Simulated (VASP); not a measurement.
# Ga (Cmcm) in VASP: notebook, part 2 of 2

VASP 6.6.1. The steps go on from the part before.

## Step 3: Single point, LDA

This run uses another cell than the first one, of 17.69 Å³/atom.

The input, INCAR:

```
SYSTEM = Ga
PREC     = Accurate       ! precision mode
ENCUT    = 520            ! plane-wave cutoff, eV
EDIFF    = 1E-6           ! SCF threshold, eV
ISMEAR   = -1             ! smearing method
SIGMA    = 0.1            ! smearing width, eV
LREAL    = .FALSE.        ! projectors in reciprocal space
LASPH    = .TRUE.         ! aspherical terms in the spheres
NELM     = 80             ! most SCF steps
ALGO     = Normal         ! electronic algorithm
ISIF     = 2              ! what is computed and relaxed
LWAVE    = .FALSE.        ! write WAVECAR
LCHARG   = .FALSE.        ! write CHGCAR
NBANDS   = 20             ! bands
```

The input, KPOINTS:

```
regular mesh
0
G
  11 11 9
  0 0 0
```

The input, POSCAR:

```
Ga
1.0
    1.4237498697     -3.9914091175      0.0000000000
    1.4237498697      3.9914091175      0.0000000000
    0.0000000000      0.0000000000      3.1126117841
Ga
2
Direct
    0.8670000000      0.1330000000      0.2500000000
    0.1330000000      0.8670000000      0.7500000000
```

Potentials or basis: VASP PAW LDA potentials, release 64 (Ga_d).

Started as:

```sh
> cat potpaw_LDA.64/Ga_d/POTCAR > POTCAR
> mpirun -np 1 vasp_std > vasp.out
```

OUTCAR:

```text
SYSTEM = Ga
   PREC = Accurate
   ENCUT = 520
   EDIFF = 1E-6
   ISMEAR = -1
   LREAL = .FALSE.
   LASPH = .TRUE.
   NELM = 80
   ISIF = 2

 ion  position               nearest neighbor table
   1  0.867  0.133  0.250-   2 2.63   2 2.63   2 2.82   2 2.82   2 2.82   2 2.82
   2  0.133  0.867  0.750-   1 2.63   1 2.63   1 2.82   1 2.82   1 2.82   1 2.82

  LATTYP: Found a base centered orthorhombic cell.
 ALAT       =     2.8474997394
 B/A-ratio  =     2.8034482759
 C/A-ratio  =     1.0931034483

  Lattice vectors:

 A1 = (   1.4237498697,  -3.9914091175,   0.0000000000)
[... 191 lines left out ...]
      5      -9.1046      2.00000
      6      -9.0828      2.00000
[... 541 lines left out ...]
     19      16.6422      0.00000
     20      17.0722      0.00000

 [... further k-points ...]
[... 5 lines left out ...]
  --------------------------------------------------------------------------------------
  -------------------------------------------------------------------------------------
  Total       -0.5911038     -0.4034752      0.3065458      0.0000000      0.0000000      0.0000000
  in kB      -26.7706832    -18.2731128     13.8832460      0.0000000      0.0000000      0.0000000
  external PRESSURE =     -10.3868500 kB  Pullay stress =       0.0000000 kB

 VOLUME and BASIS-vectors are now :
 -----------------------------------------------------------------------------
  energy-cutoff  :      520.00
  volume of cell :       35.38
      direct lattice vectors                 reciprocal lattice vectors
     1.423749870 -3.991409117  0.000000000     0.351185282 -0.125269043  0.000000000
     1.423749870  3.991409117  0.000000000     0.351185282  0.125269043  0.000000000
     0.000000000  0.000000000  3.112611784     0.000000000  0.000000000  0.321273602

 POSITION                                       TOTAL-FORCE (eV/Angst)
 -----------------------------------------------------------------------------------
      1.42375     -2.92969      0.77815         0.000000      0.234744     -0.000000
      1.42375      2.92969      2.33446         0.000000     -0.234744      0.000000
 -----------------------------------------------------------------------------------
    total drift:                                0.000000      0.000000     -0.000000

  FREE ENERGIE OF THE ION-ELECTRON SYSTEM (eV)
  ---------------------------------------------------
  free  energy   TOTEN  =        -7.1467469690 eV

  energy  without entropy=       -7.1211232601  energy(sigma->0) =       -7.13393511
```

OSZICAR:

```text
N       E                     dE             d eps       ncg     rms          rms(c)
DAV:   1     0.129399879879E+03    0.12940E+03   -0.13281E+04  7652   0.251E+03
DAV:   2     0.409967149736E+01   -0.12530E+03   -0.12211E+03  7424   0.382E+02
DAV:   3    -0.706500958496E+01   -0.11165E+02   -0.11107E+02  8136   0.947E+01
DAV:   4    -0.722996840608E+01   -0.16496E+00   -0.16486E+00  8292   0.127E+01
DAV:   5    -0.723277110236E+01   -0.28027E-02   -0.28026E-02  8220   0.162E+00    0.151E+00
DAV:   6    -0.716474240809E+01    0.68029E-01   -0.11104E-01  9824   0.567E+00    0.742E-01
DAV:   7    -0.714855474559E+01    0.16188E-01   -0.18820E-02 10408   0.186E+00    0.201E-01
DAV:   8    -0.714673990330E+01    0.18148E-02   -0.25935E-03  7988   0.712E-01    0.166E-02
DAV:   9    -0.714674743305E+01   -0.75297E-05   -0.89037E-05  8448   0.994E-02    0.643E-03
DAV:  10    -0.714674696897E+01    0.46407E-06   -0.54081E-06  7744   0.297E-02
   1 F= -.71467470E+01 E0= -.71339351E+01  d E =-.256237E-01
```

It took 67 s on 1 thread of AMD EPYC 9R45 (Zen 5), shared host; peak memory 0.19 GiB.

What came out:

* Free energy: -7.1467 eV
* Pressure: -1.0 GPa
* Largest force: 0.235 eV/Å
* Band gap on the k mesh: zero (bands 13 and 14 overlap by 8.62 eV)

Forces on the atoms (eV/Å):
```
Ga   0.000  0.235  0.000
Ga   0.000 -0.235  0.000
```

Levels at points of the mesh, in eV from the Fermi level:
```csv
k point,band 10,band 11,band 12,band 13,band 14,band 15,band 16,band 17
"(0.00, 0.00, 0.00)",-14.78,-11.68,-2.43,-1.51,2.93,6.84,8.08,9.05
```

## Step 4: Single point, LDA

This run uses another cell than the first one, of 18.19 Å³/atom.

The input, INCAR:

```
SYSTEM = Ga
PREC = Accurate
ENCUT = 520
EDIFF = 1E-6
ISMEAR = -1
SIGMA = 0.1
LREAL = .False.
LASPH = .True.
NELM = 100
ALGO = Normal
ISIF = 2
LWAVE = .False.
LCHARG = .False.
GGA = CA
NBANDS = 20
```

The input, KPOINTS:

```
regular mesh
0
Gamma
  11 11 9
  0 0 0
```

The input, POSCAR:

```
Ga
1.0
    1.4369948151     -4.0285406369      0.0000000000
    1.4369948151      4.0285406369      0.0000000000
    0.0000000000      0.0000000000      3.1415679751
Ga
2
Direct
    0.8670000000      0.1330000000      0.2500000000
    0.1330000000      0.8670000000      0.7500000000
```

Potentials or basis: VASP PAW LDA potentials, release 64 (Ga_d).

Started as:

```sh
> cat potpaw_LDA.64/Ga_d/POTCAR > POTCAR
> mpirun -np 1 vasp_std > vasp.out
```

OUTCAR:

```text
SYSTEM = Ga
   PREC = Accurate
   ENCUT = 520
   EDIFF = 1E-6
   ISMEAR = -1
   LREAL = .False.
   LASPH = .True.
   NELM = 100
   ISIF = 2
   GGA = CA

 ion  position               nearest neighbor table
   1  0.867  0.133  0.250-   2 2.66   2 2.66   2 2.84   2 2.84   2 2.84   2 2.84
   2  0.133  0.867  0.750-   1 2.66   1 2.66   1 2.84   1 2.84   1 2.84   1 2.84

  LATTYP: Found a base centered orthorhombic cell.
 ALAT       =     2.8739896302
 B/A-ratio  =     2.8034482759
 C/A-ratio  =     1.0931034483

  Lattice vectors:

[... 191 lines left out ...]
      4      -9.5541      2.00000
      5      -9.3500      2.00000
      6      -9.3307      2.00000
[... 541 lines left out ...]
     19      16.1376      0.00000
     20      16.6254      0.00000

 [... further k-points ...]
[... 5 lines left out ...]
  --------------------------------------------------------------------------------------
  -------------------------------------------------------------------------------------
  Total       -0.8927963     -0.7433811     -0.1051634      0.0000000      0.0000000      0.0000000
  in kB      -39.3263413    -32.7448266     -4.6322902      0.0000000      0.0000000      0.0000000
  external PRESSURE =     -25.5678194 kB  Pullay stress =       0.0000000 kB

 VOLUME and BASIS-vectors are now :
 -----------------------------------------------------------------------------
  energy-cutoff  :      520.00
  volume of cell :       36.37
      direct lattice vectors                 reciprocal lattice vectors
     1.436994815 -4.028540637  0.000000000     0.347948367 -0.124114424  0.000000000
     1.436994815  4.028540637  0.000000000     0.347948367  0.124114424  0.000000000
     0.000000000  0.000000000  3.141567975     0.000000000  0.000000000  0.318312387

 POSITION                                       TOTAL-FORCE (eV/Angst)
 -----------------------------------------------------------------------------------
      1.43699     -2.95695      0.78539         0.000000      0.220177     -0.000000
      1.43699      2.95695      2.35618         0.000000     -0.220177      0.000000
 -----------------------------------------------------------------------------------
    total drift:                                0.000000      0.000000     -0.000000

  FREE ENERGIE OF THE ION-ELECTRON SYSTEM (eV)
  ---------------------------------------------------
  free  energy   TOTEN  =        -7.1359168528 eV

  energy  without entropy=       -7.1095473588  energy(sigma->0) =       -7.12273211
```

OSZICAR:

```text
N       E                     dE             d eps       ncg     rms          rms(c)
DAV:   1     0.131884795238E+03    0.13188E+03   -0.13192E+04  7560   0.247E+03
DAV:   2     0.446685228148E+01   -0.12742E+03   -0.12423E+03  7392   0.388E+02
DAV:   3    -0.704192190231E+01   -0.11509E+02   -0.11449E+02  8132   0.955E+01
DAV:   4    -0.721407391606E+01   -0.17215E+00   -0.17206E+00  8324   0.129E+01
DAV:   5    -0.721690478425E+01   -0.28309E-02   -0.28307E-02  8140   0.164E+00    0.145E+00
DAV:   6    -0.715276413900E+01    0.64141E-01   -0.10667E-01  9836   0.544E+00    0.716E-01
DAV:   7    -0.713760215855E+01    0.15162E-01   -0.18072E-02 10356   0.179E+00    0.196E-01
DAV:   8    -0.713590989259E+01    0.16923E-02   -0.24706E-03  8040   0.691E-01    0.163E-02
DAV:   9    -0.713591729745E+01   -0.74049E-05   -0.84594E-05  8344   0.970E-02    0.607E-03
DAV:  10    -0.713591685281E+01    0.44464E-06   -0.53906E-06  7752   0.294E-02
   1 F= -.71359169E+01 E0= -.71227321E+01  d E =-.263695E-01
```

It took 66 s on 1 thread of AMD EPYC 9R45 (Zen 5), shared host; peak memory 0.19 GiB.

Results:

```yaml
Free_energy: -7.1359 eV
Pressure: -2.6 GPa
Largest_force: 0.220 eV/Å
Band_gap_on_the_k_mesh: zero (bands 13 and 14 overlap by 8.44 eV)
```

Forces in eV/Å, atoms in the order of the input:
```
Ga   0.000  0.220  0.000
Ga   0.000 -0.220  0.000
```

Levels at points of the mesh, in eV from the Fermi level:
```csv
k point,band 11,band 12,band 13,band 14,band 15,band 16
"(0.00, 0.00, 0.00)",-11.44,-2.32,-1.57,2.91,6.76,7.93
```

## Step 5: Overview

| cell | gap on the mesh (eV) | pressure (GPa) | largest force (eV/Å) |
| --- | --- | --- | --- |
| a = 4.198, b = 4.198, c = 3.083 Å, angles 90.0, 90.0, 140.7°, 2 atoms | none | 0.9 | 0.25 |
| a = 4.238, b = 4.238, c = 3.113 Å, angles 90.0, 90.0, 140.7°, 2 atoms | none | -1.0 | 0.23 |
| a = 4.277, b = 4.277, c = 3.142 Å, angles 90.0, 90.0, 140.7°, 2 atoms | none | -2.6 | 0.22 |

Alike in all rows: task single point; level LDA; potentials or basis VASP PAW LDA potentials, release 64 (Ga_d); no spin polarisation; k mesh 11 × 11 × 9; cutoff (eV) 520; smearing fermi-dirac 0.1 eV.

Absolute energies hang on the potentials; compare differences alone.
